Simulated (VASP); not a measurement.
# KF (Fm-3m) in VASP: a series of runs

The runs below take KF through single point, with PBEsol+D3(BJ), RPBE, PBE+D4.

All numbers are computed with VASP 6.6.1; they aren't measurements. Logs are shortened: lines on timing, memory, paths and dates and some standing lists are left out, and cuts for length are marked.

### 1 The cell of the first run

It takes space group Fm-3m (No. 225, cubic). Conventional cell: a = 5.296 Å, b = 5.296 Å, c = 5.296 Å, α = 90.00°, β = 90.00°, γ = 90.00°. K (site symmetry m-3m) has 6 F at 2.65 Å within 3.5 Å. Within 3.5 Å of F (site symmetry m-3m) lie 6 K at 2.65 Å.

### 2 Single point, PBEsol+D3(BJ) (volume scaled by 1.04)

INCAR reads:

```
SYSTEM = KF
ALGO = Normal
EDIFF = 1E-6
ENCUT = 520
GGA = PS
ISIF = 2
ISMEAR = 0
IVDW = 12
LASPH = .TRUE.
LCHARG = .FALSE.
LREAL = .FALSE.
LWAVE = .FALSE.
NBANDS = 15
NELM = 100
PREC = Accurate
SIGMA = 0.05
```

KPOINTS reads:

```
k-points
0
G
  8 8 8
  0 0 0
```

POSCAR reads:

```
KF
1.0
    0.0000000000      2.6478598674      2.6478598674
    2.6478598674      0.0000000000      2.6478598674
    2.6478598674      2.6478598674      0.0000000000
K F
1 1
Direct
    0.0000000000      0.0000000000      0.0000000000
    0.5000000000      0.5000000000      0.5000000000
```

Potentials or basis: VASP PAW PBE potentials, release 64 (K_sv, F).

Launch:

```bash
$ cat potpaw_PBE.64/K_sv/POTCAR potpaw_PBE.64/F/POTCAR > POTCAR
$ mpirun -np 1 vasp_std > vasp.out
```

OUTCAR:

```text
SYSTEM = KF
   EDIFF = 1E-6
   ENCUT = 520
   GGA = PS
   ISIF = 2
   ISMEAR = 0
   IVDW = 12
   LASPH = .TRUE.
   LREAL = .FALSE.
   NELM = 100
   PREC = Accurate
 IVDW          = 12

 ion  position               nearest neighbor table
   1  0.000  0.000  0.000-   2 2.65   2 2.65   2 2.65   2 2.65   2 2.65   2 2.65
   2  0.500  0.500  0.500-   1 2.65   1 2.65   1 2.65   1 2.65   1 2.65   1 2.65

  LATTYP: Found a face centered cubic cell.
 ALAT       =     5.2957197348

  Lattice vectors:

 A1 = (   0.0000000000,   2.6478598674,   2.6478598674)
 A2 = (   2.6478598674,   0.0000000000,   2.6478598674)
 A3 = (   2.6478598674,   2.6478598674,   0.0000000000)

Analysis of symmetry for initial positions (statically):
=====================================================================
 Subroutine PRICEL returns:
 Original cell was already a primitive cell.

 Routine SETGRP: Setting up the symmetry group for a
 face centered cubic supercell.

 Subroutine GETGRP returns: Found 48 space group operations
 (whereof 48 operations were pure point group operations)
 out of a pool of 48 trial point group operations.

The static configuration has the point symmetry O_h .

Analysis of symmetry for dynamics (positions and initial velocities):
=====================================================================
 Subroutine PRICEL returns:
 Original cell was already a primitive cell.

 Routine SETGRP: Setting up the symmetry group for a
 face centered cubic supercell.

 Subroutine GETGRP returns: Found 48 space group operations
 (whereof 48 operations were pure point group operations)
 out of a pool of 48 trial point group operations.

The dynamic configuration has the point symmetry O_h .

 Subroutine INISYM returns: Found 48 space group operations
 (whereof 48 operations are pure point group operations),
 and found     1 'primitive' translations

----------------------------------------------------------------------------------------

                                     Primitive cell

  volume of cell :      37.1291

  direct lattice vectors                    reciprocal lattice vectors
     0.000000000  2.647859867  2.647859867    -0.188831745  0.188831745  0.188831745
     2.647859867  0.000000000  2.647859867     0.188831745 -0.188831745  0.188831745
     2.647859867  2.647859867  0.000000000     0.188831745  0.188831745 -0.188831745

  length of vectors
     3.744639336  3.744639336  3.744639336     0.327066177  0.327066177  0.327066177

  position of ions in fractional coordinates (direct lattice)
     0.000000000  0.000000000  0.000000000
     0.500000000  0.500000000  0.500000000

  ion indices of the primitive-cell ions
   primitive index   ion index
                 1           1
                 2           2

----------------------------------------------------------------------------------------

 KPOINTS: k-points

Automatic generation of k-mesh.
 Grid dimensions read from file:
 generate k-points for:    8    8    8

 Generating k-lattice:

  Cartesian coordinates                     Fractional coordinates (reciprocal lattice)
    -0.023603968  0.023603968  0.023603968     0.125000000  0.000000000  0.000000000
     0.023603968 -0.023603968  0.023603968     0.000000000  0.125000000  0.000000000
     0.023603968  0.023603968 -0.023603968     0.000000000  0.000000000  0.125000000

  Length of vectors
     0.040883272  0.040883272  0.040883272

  Shift w.r.t. Gamma in fractional coordinates (k-lattice)
     0.000000000  0.000000000  0.000000000

 Subroutine IBZKPT returns following result:
 ===========================================

 Found     29 irreducible k-points:

 Following reciprocal coordinates:
            Coordinates               Weight
  0.000000  0.000000  0.000000      1.000000
  0.125000  0.000000  0.000000      8.000000
  0.250000  0.000000  0.000000      8.000000
  0.375000  0.000000  0.000000      8.000000
  0.500000  0.000000  0.000000      4.000000
  0.125000  0.125000  0.000000      6.000000
[... 16 lines left out ...]
  0.500000  0.250000  0.125000     48.000000
 -0.375000  0.250000  0.125000     24.000000
 [... further k-points ...]
   k-points           NKPTS =     29   k-points in BZ     NKDIM =     29   number of bands    NBANDS=     15
   number of dos      NEDOS =    301   number of ions     NIONS =      2
   total plane-waves  NPLWV =  21952
   dimension x,y,z NGX =    28 NGY =   28 NGZ =   28
   dimension x,y,z NGXF=    56 NGYF=   56 NGZF=   56
   ions per type =               1   1
   NGX,Y,Z   is equivalent  to a cutoff of  12.43, 12.43, 12.43 a.u.
   NGXF,Y,Z  is equivalent  to a cutoff of  24.86, 24.86, 24.86 a.u.
 SYSTEM =  KF
   PREC   = accura    normal or accurate (medium, high low for compatibility)
   ISTART =      0    job   : 0-new  1-cont  2-samecut
   ICHARG =      2    charge: 1-file 2-atom 10-const
   ISPIN  =      1    spin polarized calculation?
   LNONCOLLINEAR =      F non collinear calculations
   LSORBIT =      F    spin-orbit coupling
   LASPH  =      T    aspherical Exc in radial PAW
   ENCUT  =  520.0 eV  38.22 Ry    6.18 a.u.   6.96  6.96  6.96*2*pi/ulx,y,z
   NELM   =    100;   NELMIN=  2; NELMDL= -5     # of ELM steps
   EDIFF  = 0.1E-05   stopping-criterion for ELM
   LREAL  =      F    real-space projection
   EDIFFG = 0.1E-04   stopping-criterion for IOM
   NSW    =      0    number of steps for IOM
   IBRION =     -1    ionic relax: 0-MD 1-quasi-New 2-CG
   NFREE  =      0    steps in history (QN), initial steepest desc. (CG)
   ISIF   =      2    stress and relaxation
   ISYM   =      2    0-nonsym 1-usesym 2-fastsym
   POTIM  = 0.5000    time-step for ionic-motion
   TEBEG  =    0.0;   TEEND  =   0.0 temperature during run
   PSTRESS=    0.0 pullay stress
   NELECT =      16.0000    total number of electrons
   NUPDOWN=      -1.0000    fix difference up-down
   EMIN   =  10.00;   EMAX   =-10.00  energy-range for DOS
   EFERMI =   0.00;   METHOD = LEGACY
   ISMEAR =     0;   SIGMA  =   0.05  broadening in eV -4-tet -1-fermi 0-gaus
   EFERMI_NEDOS =   21; number of points for ismear=-14 and -15
   IALGO  =     38    algorithm
   IMIX   =      4    mixing-type and parameters
     AMIX     =   0.40;   BMIX     =  1.00
     AMIX_MAG =   1.60;   BMIX_MAG =  1.00
  volume/ion in A,a.u.               =      18.56       125.28
  Fermi-wavevector in a.u.,A,eV,Ry     =   1.236545  2.336731 20.803891  1.529043
  Thomas-Fermi vector in A             =   2.371149
   LORBIT       =      0    0 simple, 1 ext, 2 COOP (PROOUT), +10 PAW based schemes
   GGA     = PS    functional components
   LHFCALC =     F    Hartree Fock is set to
   AEXX    =    0.0000 exact exchange contribution
   IVDW    =    12    specifies the selected vdW correction
   LEPSILON=     F    determine dielectric tensor
   LRPA    =     F    only Hartree local field effects (RPA)
 non-spin polarized calculation
 Gauss-broadening in eV      SIGMA  =   0.05
  energy-cutoff  :      520.00
  volume of cell :       37.13
 maximum number of plane-waves:      1012
   NGX = 13   NGY = 13   NGZ = 13

 number of electron      16.0000014 magnetization

 Free energy of the ion-electron system (eV)
  ---------------------------------------------------
  ext. energy  EPLUGINS =         0.00000000
  ---------------------------------------------------
  free energy    TOTEN  =        -8.51953763 eV

  energy without entropy =       -8.51953763  energy(sigma->0) =       -8.51953763

 E-fermi :  -2.6275     XC(G=0):  -8.7404

 val. band max:       -2.8364348383   @ k =   0.0000   0.0000   0.0000
 cond. band min:       3.3293814499   @ k =   0.0000   0.0000   0.0000
 fundamental gap:      6.1658162882
 Fermi energy:        -2.6275214328

 k-point     1 :       0.0000    0.0000    0.0000
  band No.  band energies     occupation
      1     -28.7270      2.00000
      2     -21.3792      2.00000
      3     -12.0173      2.00000
      4     -12.0173      2.00000
      5     -12.0173      2.00000
      6      -2.8364      2.00000
      7      -2.8364      2.00000
      8      -2.8364      2.00000
      9       3.3294      0.00000
     10       7.8692      0.00000
     11       7.8692      0.00000
     12       7.8692      0.00000
     13       9.5817      0.00000
     14       9.5817      0.00000
     15      14.0493      0.00000

 k-point     2 :       0.1250    0.0000    0.0000
  band No.  band energies     occupation
      1     -28.7109      2.00000
      2     -21.3948      2.00000
      3     -12.0616      2.00000
      4     -12.0231      2.00000
      5     -12.0231      2.00000
      6      -2.9868      2.00000
      7      -2.8941      2.00000
      8      -2.8941      2.00000
      9       3.7766      0.00000
     10       7.6053      0.00000
     11       8.0881      0.00000
     12       8.0881      0.00000
     13       9.7368      0.00000
     14       9.7368      0.00000
     15      14.8423      0.00000

 k-point     3 :       0.2500    0.0000    0.0000
  band No.  band energies     occupation
      1     -28.6716      2.00000
      2     -21.4323      2.00000
      3     -12.1675      2.00000
      4     -12.0369      2.00000
      5     -12.0369      2.00000
      6      -3.3039      2.00000
      7      -3.0301      2.00000
      8      -3.0301      2.00000
      9       4.8816      0.00000
     10       7.2517      0.00000
     11       8.6323      0.00000
     12       8.6323      0.00000
     13      10.2137      0.00000
     14      10.2137      0.00000
     15      15.9823      0.00000
[... 343 lines left out ...]
 k-point    23 :       0.5000    0.2500    0.1250
  band No.  band energies     occupation
      1     -28.6142      2.00000
      2     -21.4535      2.00000
      3     -12.3224      2.00000
      4     -12.2413      2.00000
      5     -12.0878      2.00000
      6      -3.4324      2.00000
      7      -3.1585      2.00000
      8      -2.9994      2.00000
      9       6.3998      0.00000
     10       6.8194      0.00000
     11       9.0085      0.00000
     12       9.8478      0.00000
     13      10.8143      0.00000
     14      11.8198      0.00000
     15      13.5954      0.00000

 k-point    24 :      -0.3750    0.2500    0.1250
  band No.  band energies     occupation
      1     -28.6015      2.00000
      2     -21.4601      2.00000
      3     -12.3717      2.00000
      4     -12.2602      2.00000
      5     -12.0958      2.00000
      6      -3.4393      2.00000
      7      -3.1335      2.00000
      8      -3.1037      2.00000
      9       6.5675      0.00000
     10       7.2710      0.00000
     11       8.9470      0.00000
     12      10.0094      0.00000
     13      11.3153      0.00000
     14      12.3857      0.00000
     15      12.6579      0.00000

 [... further k-points ...]

------------------------ aborting loop because EDIFF is reached ----------------------------------------

 Edisp (eV)   -0.33262

 E8    (eV) :    -0.2350

  FORCE on cell =-STRESS in cart. coord.  units (eV):
  Direction    XX          YY          ZZ          XY          YZ          ZX
  --------------------------------------------------------------------------------------
  -------------------------------------------------------------------------------------
  Total      -0.28609    -0.28609    -0.28609    -0.00000    -0.00000     0.00000
  in kB     -12.34499   -12.34499   -12.34499    -0.00000    -0.00000     0.00000
  external pressure =      -12.34 kB  Pullay stress =        0.00 kB

 VOLUME and BASIS-vectors are now :
 -----------------------------------------------------------------------------
  energy-cutoff  :      520.00
  volume of cell :       37.13
      direct lattice vectors                 reciprocal lattice vectors
     0.000000000  2.647859867  2.647859867    -0.188831745  0.188831745  0.188831745
     2.647859867  0.000000000  2.647859867     0.188831745 -0.188831745  0.188831745
     2.647859867  2.647859867  0.000000000     0.188831745  0.188831745 -0.188831745

 POSITION                                       TOTAL-FORCE (eV/Angst)
 -----------------------------------------------------------------------------------
      0.00000      0.00000      0.00000         0.000000      0.000000     -0.000000
      2.64786      2.64786      2.64786        -0.000000     -0.000000      0.000000
 -----------------------------------------------------------------------------------
    total drift:                                0.000000      0.000000      0.000000

  FREE ENERGIE OF THE ION-ELECTRON SYSTEM (eV)
  ---------------------------------------------------
  free  energy   TOTEN  =        -8.8521550542 eV

  energy  without entropy=       -8.8521550542  energy(sigma->0) =       -8.85215505
```

Run time: 24 s. Hardware: 1 thread of AMD EPYC 7R13 (Zen 3), shared host; peak memory 0.14 GiB.

What came out:

```yaml
Free_energy: -8.8522 eV
Pressure: -1.2 GPa
Band_gap_on_the_k_mesh: 6.17 eV, direct
Dispersion_energy_per_atom: -0.166 eV
```

Levels at points of the mesh, in eV from the valence-band top:
```
           k point  band 5  band 6  band 7  band 8  band 9  band 10  band 11  band 12
(0.00, 0.00, 0.00)   -9.18    0.00    0.00    0.00    6.17    10.71    10.71    10.71
(0.50, 0.00, 0.00)   -9.22   -0.84   -0.38   -0.38    9.08    10.66    12.18    12.18
(0.50, 0.50, 0.00)   -9.42   -0.20   -0.05   -0.05    8.11    10.38    11.87    13.75
```

Caveat: the PAW data sets were made with another functional, which shifts forces and pressure a little.

[end of part 1 of 2]
